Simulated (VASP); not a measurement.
# AlNi (Pm-3m) in VASP: further runs

AlNi is run at these levels: PBE; tasks: single point, relaxation of cell and atoms.

All numbers are computed with VASP 6.6.1; they aren't measurements. Logs are shortened: lines on timing, memory, paths and dates and some standing lists are left out, and cuts for length are marked.

### 1 The cell of the first run

The structure is cubic, space group Pm-3m (No. 221). Conventional cell: a = 2.881 Å, b = 2.881 Å, c = 2.881 Å, α = 90.00°, β = 90.00°, γ = 90.00°. Within 3.3 Å of Al (site symmetry m-3m) lie 8 Ni at 2.50 Å and 6 Al at 2.88 Å. Ni (site symmetry m-3m) has 8 Al at 2.50 Å and 6 Ni at 2.88 Å within 3.3 Å.

### 2 Single point, PBE, collinear spin, ferromagnetic start

The input, INCAR:

```
SYSTEM = AlNi
PREC = Accurate
ENCUT = 520
EDIFF = 1E-7
ISMEAR = 0
SIGMA = 0.1
LREAL = .False.
LASPH = .True.
NELM = 150
ALGO = Normal
ISIF = 2
LWAVE = .False.
LCHARG = .False.
ISPIN = 2
MAGMOM = 0 2
LORBIT = 11
LMAXMIX = 4
GGA = PE
NBANDS = 18
```

The input, KPOINTS:

```
regular mesh
0
Gamma
  6 6 6
  0 0 0
```

The input, POSCAR:

```
AlNi
1.0
    2.8810000400      0.0000000000      0.0000000000
    0.0000000000      2.8810000400      0.0000000000
    0.0000000000      0.0000000000      2.8810000400
Al Ni
1 1
Direct
    0.0000000000      0.0000000000      0.0000000000
    0.5000000000      0.5000000000      0.5000000000
```

Potentials or basis: VASP PAW PBE potentials, release 64 (Al, Ni).

On the command line:

```
$ cat potpaw_PBE.64/Al/POTCAR potpaw_PBE.64/Ni/POTCAR > POTCAR
$ mpirun -np 1 vasp_std > vasp.out
```

OUTCAR:

```text
SYSTEM = AlNi
   PREC = Accurate
   ENCUT = 520
   EDIFF = 1E-7
   ISMEAR = 0
   LREAL = .False.
   LASPH = .True.
   NELM = 150
   ISIF = 2
   ISPIN = 2
   LORBIT = 11
   GGA = PE

 ion  position               nearest neighbor table
   1  0.000  0.000  0.000-   2 2.50   2 2.50   2 2.50   2 2.50   2 2.50   2 2.50   2 2.50   2 2.50

   2  0.500  0.500  0.500-   1 2.50   1 2.50   1 2.50   1 2.50   1 2.50   1 2.50   1 2.50   1 2.50

  LATTYP: Found a simple cubic cell.
 ALAT       =     2.8810000400

  Lattice vectors:

 A1 = (   2.8810000400,   0.0000000000,   0.0000000000)
 A2 = (   0.0000000000,   2.8810000400,   0.0000000000)
 A3 = (   0.0000000000,   0.0000000000,   2.8810000400)

Analysis of symmetry for initial positions (statically):
=====================================================================
 Subroutine PRICEL returns:
 Original cell was already a primitive cell.

 Routine SETGRP: Setting up the symmetry group for a
 simple cubic supercell.

 Subroutine GETGRP returns: Found 48 space group operations
 (whereof 48 operations were pure point group operations)
 out of a pool of 48 trial point group operations.

The static configuration has the point symmetry O_h .

Analysis of symmetry for dynamics (positions and initial velocities):
=====================================================================
 Subroutine PRICEL returns:
 Original cell was already a primitive cell.

 Routine SETGRP: Setting up the symmetry group for a
 simple cubic supercell.

 Subroutine GETGRP returns: Found 48 space group operations
 (whereof 48 operations were pure point group operations)
 out of a pool of 48 trial point group operations.

The dynamic configuration has the point symmetry O_h .

Analysis of structural, dynamic, and magnetic symmetry:
=====================================================================
 Subroutine PRICEL returns:
 Original cell was already a primitive cell.

 Routine SETGRP: Setting up the symmetry group for a
 simple cubic supercell.

 Subroutine GETGRP returns: Found 48 space group operations
 (whereof 48 operations were pure point group operations)
 out of a pool of 48 trial point group operations.

The overall configuration has the point symmetry O_h .

 Subroutine INISYM returns: Found 48 space group operations
 (whereof 48 operations are pure point group operations),
 and found     1 'primitive' translations

----------------------------------------------------------------------------------------

                                     Primitive cell

  volume of cell :      23.9128

  direct lattice vectors                    reciprocal lattice vectors
     2.881000040  0.000000000  0.000000000     0.347101696  0.000000000  0.000000000
     0.000000000  2.881000040  0.000000000     0.000000000  0.347101696  0.000000000
     0.000000000  0.000000000  2.881000040     0.000000000  0.000000000  0.347101696

  length of vectors
     2.881000040  2.881000040  2.881000040     0.347101696  0.347101696  0.347101696

  position of ions in fractional coordinates (direct lattice)
     0.000000000  0.000000000  0.000000000
     0.500000000  0.500000000  0.500000000

  ion indices of the primitive-cell ions
   primitive index   ion index
                 1           1
                 2           2

----------------------------------------------------------------------------------------

 KPOINTS: regular mesh

Automatic generation of k-mesh.
 Grid dimensions read from file:
 generate k-points for:    6    6    6

 Generating k-lattice:

  Cartesian coordinates                     Fractional coordinates (reciprocal lattice)
     0.057850283  0.000000000  0.000000000     0.166666667  0.000000000  0.000000000
     0.000000000  0.057850283  0.000000000     0.000000000  0.166666667  0.000000000
     0.000000000  0.000000000  0.057850283     0.000000000  0.000000000  0.166666667

  Length of vectors
     0.057850283  0.057850283  0.057850283

  Shift w.r.t. Gamma in fractional coordinates (k-lattice)
     0.000000000  0.000000000  0.000000000

 Subroutine IBZKPT returns following result:
 ===========================================

 Found     20 irreducible k-points:

 Following reciprocal coordinates:
            Coordinates               Weight
  0.000000  0.000000  0.000000      1.000000
  0.166667  0.000000  0.000000      6.000000
  0.333333  0.000000  0.000000      6.000000
  0.500000  0.000000  0.000000      3.000000
  0.166667  0.166667  0.000000     12.000000
  0.333333  0.166667  0.000000     24.000000
[... 12 lines left out ...]
  0.500000  0.500000  0.333333      6.000000
  0.500000  0.500000  0.500000      1.000000
   k-points           NKPTS =     20   k-points in BZ     NKDIM =     20   number of bands    NBANDS=     18
   number of dos      NEDOS =    301   number of ions     NIONS =      2
   total plane-waves  NPLWV =  13824
   dimension x,y,z NGX =    24 NGY =   24 NGZ =   24
   dimension x,y,z NGXF=    48 NGYF=   48 NGZF=   48
   ions per type =               1   1
   NGX,Y,Z   is equivalent  to a cutoff of  13.85, 13.85, 13.85 a.u.
   NGXF,Y,Z  is equivalent  to a cutoff of  27.70, 27.70, 27.70 a.u.
 SYSTEM =  AlNi
   PREC   = accura    normal or accurate (medium, high low for compatibility)
   ISTART =      0    job   : 0-new  1-cont  2-samecut
   ICHARG =      2    charge: 1-file 2-atom 10-const
   ISPIN  =      2    spin polarized calculation?
   LNONCOLLINEAR =      F non collinear calculations
   LSORBIT =      F    spin-orbit coupling
   LASPH  =      T    aspherical Exc in radial PAW
   ENCUT  =  520.0 eV  38.22 Ry    6.18 a.u.   5.36  5.36  5.36*2*pi/ulx,y,z
   NELM   =    150;   NELMIN=  2; NELMDL= -5     # of ELM steps
   EDIFF  = 0.1E-06   stopping-criterion for ELM
   LREAL  =      F    real-space projection
   EDIFFG = 0.1E-05   stopping-criterion for IOM
   NSW    =      0    number of steps for IOM
   IBRION =     -1    ionic relax: 0-MD 1-quasi-New 2-CG
   NFREE  =      0    steps in history (QN), initial steepest desc. (CG)
   ISIF   =      2    stress and relaxation
   ISYM   =      2    0-nonsym 1-usesym 2-fastsym
   POTIM  = 0.5000    time-step for ionic-motion
   TEBEG  =    0.0;   TEEND  =   0.0 temperature during run
   PSTRESS=    0.0 pullay stress
   NELECT =      13.0000    total number of electrons
   NUPDOWN=      -1.0000    fix difference up-down
   EMIN   =  10.00;   EMAX   =-10.00  energy-range for DOS
   EFERMI =   0.00;   METHOD = LEGACY
   ISMEAR =     0;   SIGMA  =   0.10  broadening in eV -4-tet -1-fermi 0-gaus
   EFERMI_NEDOS =   21; number of points for ismear=-14 and -15
   IALGO  =     38    algorithm
   IMIX   =      4    mixing-type and parameters
     AMIX     =   0.40;   BMIX     =  1.00
     AMIX_MAG =   1.60;   BMIX_MAG =  1.00
  volume/ion in A,a.u.               =      11.96        80.69
  Fermi-wavevector in a.u.,A,eV,Ry     =   1.336122  2.524904 24.289409  1.785221
  Thomas-Fermi vector in A             =   2.464773
   LORBIT       =     11    0 simple, 1 ext, 2 COOP (PROOUT), +10 PAW based schemes
   GGA     = PE    functional components
   LHFCALC =     F    Hartree Fock is set to
   AEXX    =    0.0000 exact exchange contribution
   IVDW    =     0    specifies the selected vdW correction
   LEPSILON=     F    determine dielectric tensor
   LRPA    =     F    only Hartree local field effects (RPA)
 spin polarized calculation
 Gauss-broadening in eV      SIGMA  =   0.10
  energy-cutoff  :      520.00
  volume of cell :       23.91
 maximum number of plane-waves:       659
 NGX is ok and might be reduce to    24
   NGX = 11   NGY = 11   NGZ = 11

 number of electron      13.0000015 magnetization      -0.0002903

 number of electron      13.0000015 magnetization       0.0001489

 Free energy of the ion-electron system (eV)
  ---------------------------------------------------
  ext. energy  EPLUGINS =         0.00000000
  ---------------------------------------------------
  free energy    TOTEN  =       -10.51104856 eV

  energy without entropy =      -10.50384943  energy(sigma->0) =      -10.50744899

 E-fermi :  10.0630     XC(G=0): -12.0491

 val. band max:       10.0496164675   @ k =   0.3333   0.1667   0.0000
 cond. band min:      10.3493158479   @ k =   0.3333   0.1667   0.1667
 fundamental gap:      0.2996993804
 Fermi energy:        10.0630189564

 spin component 1

 k-point     1 :       0.0000    0.0000    0.0000
  band No.  band energies     occupation
      1      -1.1112      1.00000
      2       6.7827      1.00000
      3       6.7827      1.00000
      4       8.4634      1.00000
      5       8.4634      1.00000
      6       8.4634      1.00000
[... 10 lines left out ...]
     17      33.3678      0.00000
     18      33.3678      0.00000
[... 379 lines left out ...]
 k-point    20 :       0.5000    0.5000    0.5000
  band No.  band energies     occupation
      1       5.9186      1.00000
      2       5.9186      1.00000
      3       5.9186      1.00000
      4       9.0190      1.00000
      5       9.0190      1.00000
      6      12.0293      0.00000
[... 10 lines left out ...]
     17      41.3421      0.00000
     18      41.3421      0.00000
 Fermi energy:        10.0630189564

 spin component 2

 k-point     1 :       0.0000    0.0000    0.0000
  band No.  band energies     occupation
      1      -1.1112      1.00000
      2       6.7828      1.00000
      3       6.7828      1.00000
      4       8.4635      1.00000
      5       8.4635      1.00000
      6       8.4635      1.00000
[... 10 lines left out ...]
     17      33.3679      0.00000
     18      33.3679      0.00000
[... 379 lines left out ...]
 k-point    20 :       0.5000    0.5000    0.5000
  band No.  band energies     occupation
      1       5.9187      1.00000
      2       5.9187      1.00000
      3       5.9187      1.00000
      4       9.0192      1.00000
      5       9.0192      1.00000
      6      12.0293      0.00000
[... 10 lines left out ...]
     17      41.3422      0.00000
     18      41.3422      0.00000

------------------------ aborting loop because EDIFF is reached ----------------------------------------

  FORCE on cell =-STRESS in cart. coord.  units (eV):
  Direction    XX          YY          ZZ          XY          YZ          ZX
  --------------------------------------------------------------------------------------
  -------------------------------------------------------------------------------------
  Total        0.3450597      0.3450597      0.3450597      0.0000000      0.0000000      0.0000000
  in kB       23.1193189     23.1193189     23.1193189      0.0000000      0.0000000      0.0000000
  external PRESSURE =      23.1193189 kB  Pullay stress =       0.0000000 kB

 VOLUME and BASIS-vectors are now :
 -----------------------------------------------------------------------------
  energy-cutoff  :      520.00
  volume of cell :       23.91
      direct lattice vectors                 reciprocal lattice vectors
     2.881000040  0.000000000  0.000000000     0.347101696  0.000000000  0.000000000
     0.000000000  2.881000040  0.000000000     0.000000000  0.347101696  0.000000000
     0.000000000  0.000000000  2.881000040     0.000000000  0.000000000  0.347101696

 POSITION                                       TOTAL-FORCE (eV/Angst)
 -----------------------------------------------------------------------------------
      0.00000      0.00000      0.00000         0.000000      0.000000      0.000000
      1.44050      1.44050      1.44050         0.000000      0.000000      0.000000
 -----------------------------------------------------------------------------------
    total drift:                                0.000000      0.000000     -0.000000

  FREE ENERGIE OF THE ION-ELECTRON SYSTEM (eV)
  ---------------------------------------------------
  free  energy   TOTEN  =       -10.5110485634 eV

  energy  without entropy=      -10.5038494250  energy(sigma->0) =      -10.50744899

 total charge

# of ion       s       p       d       tot
------------------------------------------
    1        0.385   0.414   0.000   0.799
    2        0.476   0.517   8.470   9.462
--------------------------------------------------
tot          0.861   0.931   8.470  10.262

 magnetization (x)

# of ion       s       p       d       tot
------------------------------------------
    1        0.000   0.000   0.000   0.000
    2        0.000   0.000   0.000   0.000
--------------------------------------------------
tot          0.000   0.000   0.000   0.000
```

It took 34 s on 1 thread of Intel Xeon 8259CL, shared host; peak memory 0.15 GiB.

What came out:

| Quantity | Value |
| --- | --- |
| Free energy | -10.5110 eV |
| Pressure | 2.3 GPa |
| Net moment | 0.00 μB per cell |
| Valence electrons inside the program's atomic spheres | Al 0.80; Ni 9.46 |

Caveat: the k points lie up to 0.36 Å⁻¹ apart; the moments typed at the start vanished in this run.

### 3 Single point, PBE

This run uses another cell than the first one, of 12.11 Å³/atom.

The input, INCAR:

```
SYSTEM = AlNi
ALGO     = Normal         ! electronic algorithm
EDIFF    = 1E-6           ! SCF threshold, eV
ENCUT    = 520            ! plane-wave cutoff, eV
GGA      = PE             ! functional
ISIF     = 2              ! what is computed and relaxed
ISMEAR   = 0              ! smearing method
LASPH    = .True.         ! aspherical terms in the spheres
LCHARG   = .True.         ! write CHGCAR
LELF     = .True.         ! ELF
LREAL    = .False.        ! projectors in reciprocal space
LVHAR    = .True.       
LWAVE    = .False.        ! write WAVECAR
NBANDS   = 14             ! bands
NELM     = 100            ! most SCF steps
PREC     = Accurate       ! precision mode
SIGMA    = 0.1            ! smearing width, eV
```

The input, KPOINTS:

```
k-points
0
Gamma
  20 20 20
  0 0 0
```

The input, POSCAR:

```
AlNi
1.0
    2.8929547311      0.0000000000      0.0000000000
    0.0000000000      2.8929547311      0.0000000000
    0.0000000000      0.0000000000      2.8929547311
Al Ni
1 1
Direct
    0.0000000000      0.0000000000      0.0000000000
    0.5000000000      0.5000000000      0.5000000000
```

Potentials or basis: VASP PAW PBE potentials, release 64 (Al, Ni).

On the command line:

```
$ cat potpaw_PBE.64/Al/POTCAR potpaw_PBE.64/Ni/POTCAR > POTCAR
$ mpirun -np 1 vasp_std > vasp.out
```

It took 1.7 min on 1 thread of Intel Xeon 8259CL, shared host; peak memory 0.22 GiB.

It converged, with:

| Quantity | Value |
| --- | --- |
| Free energy | -10.5401 eV |
| Pressure | 0.1 GPa |
| Band gap on the k mesh | zero (an odd number of electrons rules out a gap without spin polarisation) |

Levels at points of the mesh, in eV from the Fermi level:
```
           k point  band 5  band 6  band 7  band 8  band 9  band 10
(0.00, 0.00, 0.00)   -1.51   -1.51    5.45    5.45    5.45     8.09
(0.50, 0.00, 0.00)   -2.20   -1.42   -0.63    8.27    9.97     9.97
(0.50, 0.50, 0.00)   -2.03   -2.03   -0.99    1.47    2.42    12.14
(0.50, 0.50, 0.50)   -0.96    2.02    2.02    2.02    3.59     4.40
```

Spin polarisation is off, so any magnetic state and its effect on volume and gap are missing.

### 4 Relaxation of cell and atoms, PBE

The input, INCAR:

```
SYSTEM = AlNi
  PREC = Accurate
  ENCUT = 600
  EDIFF = 1E-6
  ISMEAR = 0
  SIGMA = 0.1
  LREAL = .False.
  LASPH = .True.
  NELM = 80
  ALGO = Normal
  ISIF = 3
  LWAVE = .False.
  LCHARG = .False.
  GGA = PE
  IBRION = 2
  NSW = 100
  EDIFFG = -0.01
```

The input, KPOINTS:

```
regular mesh
0
Gamma
  20 20 20
  0 0 0
```

The input, POSCAR:

```
AlNi
1.0
    2.8810000400      0.0000000000      0.0000000000
    0.0000000000      2.8810000400      0.0000000000
    0.0000000000      0.0000000000      2.8810000400
Al Ni
1 1
Direct
    0.0000000000      0.0000000000      0.0000000000
    0.5000000000      0.5000000000      0.5000000000
```

On the command line:

```
$ cat potpaw_PBE.64/Al/POTCAR potpaw_PBE.64/Ni/POTCAR > POTCAR
$ mpirun -np 1 vasp_std > vasp.out
```

It took 2.1 min on 1 thread of Intel Xeon 8259CL, shared host; peak memory 0.23 GiB.

It converged, with:

```
Free energy                           : -10.5398 eV
Relaxed volume                        : 12.11 Å³/atom
Relaxed cell                          : a = 2.893 Å, b = 2.893 Å, c = 2.893 Å, α = 90.00°, β = 90.00°, γ = 90.00°
Space group after relaxing (to 0.1 Å) : Pm-3m (No. 221)
Energy gained by relaxing             : 0.9 meV/atom
Ionic steps                           : 3
Pressure after relaxing               : 0.0 GPa
Band gap on the k mesh                : zero (an odd number of electrons rules out a gap without spin polarisation)
```

Step by step:
| step | energy change (eV) | largest force (eV/Å) | pressure (GPa) | volume (Å³) |
| --- | --- | --- | --- | --- |
| 1 | 0.0000 | 0.0000 | 2.02 | 23.91 |
| 2 | -0.0008 | 0.0000 | -1.47 | 24.44 |
| 3 | -0.0019 | 0.0000 | 0.04 | 24.21 |

Final structure:
```
CELL_PARAMETERS angstrom
2.89294 0.00000 0.00000
0.00000 2.89294 0.00000
0.00000 0.00000 2.89294
ATOMIC_POSITIONS crystal
Al 0.00000 0.00000 0.00000
Ni 0.50000 0.50000 0.50000
```

Levels at points of the mesh, in eV from the Fermi level:
```csv
k point,band 4,band 5,band 6,band 7,band 8,band 9,band 10
"(0.00, 0.00, 0.00)",-1.51,-1.51,-1.51,5.45,5.45,5.45,8.09
"(0.50, 0.00, 0.00)",-2.20,-2.20,-1.42,-0.63,8.27,9.97,9.97
"(0.50, 0.50, 0.00)",-2.84,-2.03,-2.03,-0.99,1.47,2.42,12.14
"(0.50, 0.50, 0.50)",-0.96,-0.96,2.02,2.02,2.02,3.59,4.40
```

The gap in the log of VASP goes by the Fermi energy; the results here count the filled bands.